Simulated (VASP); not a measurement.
# Bi (Fm-3m) in VASP: notebook

Runs on Bi. Level: PBE. Tasks: single point.

Program: VASP 6.6.1. These are calculated values, not measurements. Logs are shortened: lines on timing, memory, paths and dates and some standing lists are left out, and cuts for length are marked.

### Step 1. The cell of the first run

It takes space group Fm-3m (No. 225, cubic). Conventional cell: a = 5.035 Å, b = 5.035 Å, c = 5.035 Å, α = 90.00°, β = 90.00°, γ = 90.00°. Within 4.7 Å of Bi (site symmetry m-3m) lie 12 Bi at 3.56 Å.

### Step 2. Single point, PBE

Contents of INCAR:

```
SYSTEM = Bi
  PREC = Accurate
  ENCUT = 520
  EDIFF = 1E-6
  ISMEAR = 0
  SIGMA = 0.05
  LREAL = .False.
  LASPH = .True.
  NELM = 100
  ALGO = Normal
  ISIF = 2
  LWAVE = .False.
  LCHARG = .False.
  GGA = PE
  NBANDS = 14
```

Contents of KPOINTS:

```
regular mesh
0
Gamma
  14 14 14
  0 0 0
```

Contents of POSCAR:

```
Bi
1.0
    0.0000000000      2.5175009127      2.5175009127
    2.5175009127      0.0000000000      2.5175009127
    2.5175009127      2.5175009127      0.0000000000
Bi
1
Direct
    0.0000000000      0.0000000000      0.0000000000
```

Potentials or basis: VASP PAW PBE potentials, release 64 (Bi_d).

Command:

```bash
$ cat potpaw_PBE.64/Bi_d/POTCAR > POTCAR
$ mpirun -np 1 vasp_std > vasp.out
```

OUTCAR:

```text
SYSTEM = Bi
   PREC = Accurate
   ENCUT = 520
   EDIFF = 1E-6
   ISMEAR = 0
   LREAL = .False.
   LASPH = .True.
   NELM = 100
   ISIF = 2
   GGA = PE

 ion  position               nearest neighbor table
   1  0.000  0.000  0.000-

  LATTYP: Found a face centered cubic cell.
 ALAT       =     5.0350018254

  Lattice vectors:

 A1 = (   0.0000000000,   2.5175009127,   2.5175009127)
 A2 = (   2.5175009127,   0.0000000000,   2.5175009127)
 A3 = (   2.5175009127,   2.5175009127,   0.0000000000)

Analysis of symmetry for initial positions (statically):
=====================================================================
 Subroutine PRICEL returns:
 Original cell was already a primitive cell.

 Routine SETGRP: Setting up the symmetry group for a
 face centered cubic supercell.

 Subroutine GETGRP returns: Found 48 space group operations
 (whereof 48 operations were pure point group operations)
 out of a pool of 48 trial point group operations.

The static configuration has the point symmetry O_h .

Analysis of symmetry for dynamics (positions and initial velocities):
=====================================================================
 Subroutine PRICEL returns:
 Original cell was already a primitive cell.

 Routine SETGRP: Setting up the symmetry group for a
 face centered cubic supercell.

 Subroutine GETGRP returns: Found 48 space group operations
 (whereof 48 operations were pure point group operations)
 out of a pool of 48 trial point group operations.

The dynamic configuration has the point symmetry O_h .

 Subroutine INISYM returns: Found 48 space group operations
 (whereof 48 operations are pure point group operations),
 and found     1 'primitive' translations

----------------------------------------------------------------------------------------

                                     Primitive cell

  volume of cell :      31.9109

  direct lattice vectors                    reciprocal lattice vectors
     0.000000000  2.517500913  2.517500913    -0.198609660  0.198609660  0.198609660
     2.517500913  0.000000000  2.517500913     0.198609660 -0.198609660  0.198609660
     2.517500913  2.517500913  0.000000000     0.198609660  0.198609660 -0.198609660

  length of vectors
     3.560283934  3.560283934  3.560283934     0.344002022  0.344002022  0.344002022

  position of ions in fractional coordinates (direct lattice)
     0.000000000  0.000000000  0.000000000

  ion indices of the primitive-cell ions
   primitive index   ion index
                 1           1

----------------------------------------------------------------------------------------

 KPOINTS: regular mesh

Automatic generation of k-mesh.
 Grid dimensions read from file:
 generate k-points for:   14   14   14

 Generating k-lattice:

  Cartesian coordinates                     Fractional coordinates (reciprocal lattice)
    -0.014186404  0.014186404  0.014186404     0.071428571  0.000000000  0.000000000
     0.014186404 -0.014186404  0.014186404     0.000000000  0.071428571  0.000000000
     0.014186404  0.014186404 -0.014186404     0.000000000  0.000000000  0.071428571

  Length of vectors
     0.024571573  0.024571573  0.024571573

  Shift w.r.t. Gamma in fractional coordinates (k-lattice)
     0.000000000  0.000000000  0.000000000

 Subroutine IBZKPT returns following result:
 ===========================================

 Found    104 irreducible k-points:

 Following reciprocal coordinates:
            Coordinates               Weight
  0.000000  0.000000  0.000000      1.000000
  0.071429  0.000000  0.000000      8.000000
  0.142857  0.000000  0.000000      8.000000
  0.214286  0.000000  0.000000      8.000000
  0.285714  0.000000  0.000000      8.000000
  0.357143  0.000000  0.000000      8.000000
[... 16 lines left out ...]
  0.214286  0.142857  0.000000     24.000000
  0.285714  0.142857  0.000000     24.000000
 [... further k-points ...]
   k-points           NKPTS =    104   k-points in BZ     NKDIM =    104   number of bands    NBANDS=     14
   number of dos      NEDOS =    301   number of ions     NIONS =      1
   total plane-waves  NPLWV =  21952
   dimension x,y,z NGX =    28 NGY =   28 NGZ =   28
   dimension x,y,z NGXF=    56 NGYF=   56 NGZF=   56
   ions per type =               1
   NGX,Y,Z   is equivalent  to a cutoff of  13.07, 13.07, 13.07 a.u.
   NGXF,Y,Z  is equivalent  to a cutoff of  26.15, 26.15, 26.15 a.u.
 SYSTEM =  Bi
   PREC   = accura    normal or accurate (medium, high low for compatibility)
   ISTART =      0    job   : 0-new  1-cont  2-samecut
   ICHARG =      2    charge: 1-file 2-atom 10-const
   ISPIN  =      1    spin polarized calculation?
   LNONCOLLINEAR =      F non collinear calculations
   LSORBIT =      F    spin-orbit coupling
   LASPH  =      T    aspherical Exc in radial PAW
   ENCUT  =  520.0 eV  38.22 Ry    6.18 a.u.   6.62  6.62  6.62*2*pi/ulx,y,z
   NELM   =    100;   NELMIN=  2; NELMDL= -5     # of ELM steps
   EDIFF  = 0.1E-05   stopping-criterion for ELM
   LREAL  =      F    real-space projection
   EDIFFG = 0.1E-04   stopping-criterion for IOM
   NSW    =      0    number of steps for IOM
   IBRION =     -1    ionic relax: 0-MD 1-quasi-New 2-CG
   NFREE  =      0    steps in history (QN), initial steepest desc. (CG)
   ISIF   =      2    stress and relaxation
   ISYM   =      2    0-nonsym 1-usesym 2-fastsym
   POTIM  = 0.5000    time-step for ionic-motion
   TEBEG  =    0.0;   TEEND  =   0.0 temperature during run
   PSTRESS=    0.0 pullay stress
   NELECT =      15.0000    total number of electrons
   NUPDOWN=      -1.0000    fix difference up-down
   EMIN   =  10.00;   EMAX   =-10.00  energy-range for DOS
[... 5 lines left out ...]
     AMIX     =   0.40;   BMIX     =  1.00
     AMIX_MAG =   1.60;   BMIX_MAG =  1.00
  volume/ion in A,a.u.               =      31.91       215.35
  Fermi-wavevector in a.u.,A,eV,Ry     =   1.272894  2.405421 22.044968  1.620259
  Thomas-Fermi vector in A             =   2.405747
   LORBIT       =      0    0 simple, 1 ext, 2 COOP (PROOUT), +10 PAW based schemes
   GGA     = PE    functional components
[... 6 lines left out ...]
 Gauss-broadening in eV      SIGMA  =   0.05
  energy-cutoff  :      520.00
  volume of cell :       31.91
 maximum number of plane-waves:       883
   NGX = 13   NGY = 13   NGZ = 13

 number of electron      15.0000000 magnetization

 Free energy of the ion-electron system (eV)
  ---------------------------------------------------
  ext. energy  EPLUGINS =         0.00000000
  ---------------------------------------------------
  free energy    TOTEN  =        -3.69831772 eV

  energy without entropy =       -3.69730260  energy(sigma->0) =       -3.69781016

 E-fermi :   7.7139     XC(G=0): -10.1764

 val. band max:        7.7133744219   @ k =   0.4286   0.2857   0.1429
 cond. band min:       7.7906870541   @ k =  -0.1429   0.1429   0.0000
 fundamental gap:      0.0773126322
 Fermi energy:         7.7138967493

 k-point     1 :       0.0000    0.0000    0.0000
  band No.  band energies     occupation
      1     -15.3902      2.00000
      2     -15.3902      2.00000
      3     -15.3902      2.00000
      4     -15.3264      2.00000
      5     -15.3264      2.00000
      6      -5.7427      2.00000
      7      12.4713      0.00000
      8      12.4713      0.00000
      9      12.4713      0.00000
     10      16.2490      0.00000
     11      16.7707      0.00000
     12      18.3677      0.00000
     13      18.3677      0.00000
     14      18.3677      0.00000

 k-point     2 :       0.0714    0.0000    0.0000
  band No.  band energies     occupation
      1     -15.3896      2.00000
      2     -15.3866      2.00000
      3     -15.3866      2.00000
      4     -15.3265      2.00000
      5     -15.3265      2.00000
      6      -5.6574      2.00000
      7      11.4433      0.00000
      8      12.3700      0.00000
      9      12.3700      0.00000
     10      16.2388      0.00000
     11      16.9920      0.00000
     12      18.5495      0.00000
     13      18.5495      0.00000
     14      19.4818      0.00000

 k-point     3 :       0.1429    0.0000    0.0000
  band No.  band energies     occupation
      1     -15.3880      2.00000
      2     -15.3784      2.00000
      3     -15.3784      2.00000
      4     -15.3244      2.00000
      5     -15.3244      2.00000
      6      -5.4041      2.00000
      7       9.5297      0.00000
      8      12.1090      0.00000
      9      12.1090      0.00000
     10      15.6544      0.00000
     11      18.2187      0.00000
     12      18.9294      0.00000
     13      18.9294      0.00000
     14      19.5119      0.00000
[... 324 lines left out ...]
 k-point    23 :       0.2143    0.1429    0.0000
  band No.  band energies     occupation
      1     -15.4063      2.00000
      2     -15.3550      2.00000
      3     -15.3516      2.00000
      4     -15.3401      2.00000
      5     -15.3067      2.00000
      6      -4.9867      2.00000
      7       8.6765      0.00000
      8      10.6662      0.00000
      9      10.8262      0.00000
     10      15.0407      0.00000
     11      16.1664      0.00000
     12      19.5184      0.00000
     13      20.8345      0.00000
     14      21.2409      0.00000

 k-point    24 :       0.2857    0.1429    0.0000
  band No.  band energies     occupation
      1     -15.4043      2.00000
      2     -15.3601      2.00000
      3     -15.3482      2.00000
      4     -15.3254      2.00000
      5     -15.2909      2.00000
      6      -4.5339      2.00000
      7       6.9512      2.00000
      8      10.3102      0.00000
      9      10.3908      0.00000
     10      14.9325      0.00000
     11      16.2994      0.00000
     12      19.1102      0.00000
     13      20.3904      0.00000
     14      20.8667      0.00000

 [... further k-points ...]

------------------------ aborting loop because EDIFF is reached ----------------------------------------

  FORCE on cell =-STRESS in cart. coord.  units (eV):
  Direction    XX          YY          ZZ          XY          YZ          ZX
  --------------------------------------------------------------------------------------
  -------------------------------------------------------------------------------------
  Total       -0.0270012     -0.0270012     -0.0270012      0.0000000     -0.0000000      0.0000000
  in kB       -1.3556703     -1.3556703     -1.3556703      0.0000000     -0.0000000      0.0000000
  external PRESSURE =      -1.3556703 kB  Pullay stress =       0.0000000 kB

 VOLUME and BASIS-vectors are now :
 -----------------------------------------------------------------------------
  energy-cutoff  :      520.00
  volume of cell :       31.91
      direct lattice vectors                 reciprocal lattice vectors
     0.000000000  2.517500913  2.517500913    -0.198609660  0.198609660  0.198609660
     2.517500913  0.000000000  2.517500913     0.198609660 -0.198609660  0.198609660
     2.517500913  2.517500913  0.000000000     0.198609660  0.198609660 -0.198609660

 POSITION                                       TOTAL-FORCE (eV/Angst)
 -----------------------------------------------------------------------------------
      0.00000      0.00000      0.00000         0.000000      0.000000      0.000000
 -----------------------------------------------------------------------------------
    total drift:                               -0.000000     -0.000000     -0.000000

  FREE ENERGIE OF THE ION-ELECTRON SYSTEM (eV)
  ---------------------------------------------------
  free  energy   TOTEN  =        -3.6983177191 eV

  energy  without entropy=       -3.6973025954  energy(sigma->0) =       -3.69781016
```

Wall time 15 s (1 thread of Intel Xeon 6975P-C (Granite Rapids), shared host); peak memory 0.18 GiB.

Results:

| Property | Result |
| --- | --- |
| Free energy | -3.6983 eV |
| Pressure | -0.1 GPa |

Caveat: spin-orbit coupling is left out, which moves the levels of the heavy elements.

### Step 3. Single point, PBE

This run uses another cell than the first one, of 34.39 Å³/atom, 1.078 times its volume.

Contents of INCAR:

```
SYSTEM = Bi
PREC = Accurate ; ENCUT = 520
EDIFF = 1E-6 ; ISMEAR = 0
SIGMA = 0.05 ; LREAL = .FALSE.
LASPH = .TRUE. ; NELM = 80
ALGO = Normal ; ISIF = 2
LWAVE = .FALSE. ; LCHARG = .FALSE.
GGA = PE ; NBANDS = 14
```

Contents of KPOINTS:

```
regular mesh
0
G
  14 14 14
  0 0 0
```

Contents of POSCAR:

```
Bi
1.0
    0.0000000000      2.5810123376      2.5810123376
    2.5810123376      0.0000000000      2.5810123376
    2.5810123376      2.5810123376      0.0000000000
Bi
1
Direct
    0.0000000000      0.0000000000      0.0000000000
```

Potentials or basis: VASP PAW PBE potentials, release 64 (Bi_d).

Command:

```bash
$ cat potpaw_PBE.64/Bi_d/POTCAR > POTCAR
$ mpirun -np 1 vasp_std > vasp.out
```

It took 16 s on 1 thread of Intel Xeon 6975P-C (Granite Rapids), shared host; peak memory 0.18 GiB.

The run converged. Its results:

| Quantity | Value |
| --- | --- |
| Free energy | -3.6713 eV |
| Pressure | -3.3 GPa |

Levels at points of the mesh, in eV from the Fermi level:
```csv
k point,band 4,band 5,band 6,band 7,band 8,band 9,band 10,band 11
"(0.00, 0.00, 0.00)",-23.01,-23.01,-12.98,4.29,4.29,4.29,7.72,9.09
"(0.50, 0.00, 0.00)",-22.96,-22.96,-10.62,-4.74,2.93,2.93,6.75,8.61
"(0.50, 0.50, 0.00)",-22.95,-22.95,-9.73,-4.02,0.33,0.33,3.97,5.15
```

Caveat: spin-orbit coupling is left out, which moves the levels of the heavy elements.

### Step 4. Single point, PBE

This run uses another cell than the first one, of 35.39 Å³/atom, 1.109 times its volume.

Contents of INCAR:

```
SYSTEM = Bi
ALGO = Normal
EDIFF = 1E-7
ENCUT = 520
GGA = PE
ISIF = 2
ISMEAR = 0
LASPH = .True.
LCHARG = .True.
LELF = .True.
LREAL = .False.
LVHAR = .True.
LWAVE = .False.
NBANDS = 14
NELM = 80
PREC = Accurate
SIGMA = 0.05
```

Contents of KPOINTS:

```
k-points
0
Gamma
  14 14 14
  0 0 0
```

Contents of POSCAR:

```
Bi
1.0
    0.0000000000      2.6057589310      2.6057589310
    2.6057589310      0.0000000000      2.6057589310
    2.6057589310      2.6057589310      0.0000000000
Bi
1
Direct
    0.0000000000      0.0000000000      0.0000000000
```

Command:

```bash
$ cat potpaw_PBE.64/Bi_d/POTCAR > POTCAR
$ mpirun -np 1 vasp_std > vasp.out
```

Run time: 17 s. Hardware: 1 thread of Intel Xeon 6975P-C (Granite Rapids), shared host; peak memory 0.18 GiB.

It converged, with:

- Free energy: -3.6480 eV
- Pressure: -4.3 GPa

Levels at points of the mesh, in eV from the Fermi level:
```tsv
k point	band 3	band 4	band 5	band 6	band 7	band 8	band 9	band 10	band 11	band 12
(0.00, 0.00, 0.00)	-23.06	-23.02	-23.02	-12.82	4.10	4.10	4.10	7.42	9.08	10.15
(0.50, 0.00, 0.00)	-23.05	-22.97	-22.97	-10.59	-4.59	2.81	2.81	6.59	8.61	9.21
(0.50, 0.50, 0.00)	-22.97	-22.96	-22.96	-9.75	-3.89	0.32	0.32	3.95	5.12	16.43
```

Caveat: spin-orbit coupling is left out, which moves the levels of the heavy elements.

### Step 5. Summary

```csv
cell,gap on the mesh (eV),pressure (GPa)
"a = 3.560 Å, angles 60.0°, 1 atom",none,-0.1
"a = 3.650 Å, angles 60.0°, 1 atom",none,-3.3
"a = 3.685 Å, angles 60.0°, 1 atom",none,-4.3
```

Alike in all rows: task single point; level PBE; potentials or basis VASP PAW PBE potentials, release 64 (Bi_d); no spin polarisation; k mesh 14 × 14 × 14; cutoff (eV) 520; smearing gaussian 0.05 eV.

Caveats: spin-orbit coupling is left out, which moves the levels of the heavy elements.

Total energies depend on the potentials used, so only differences within one code and one set of settings carry meaning.
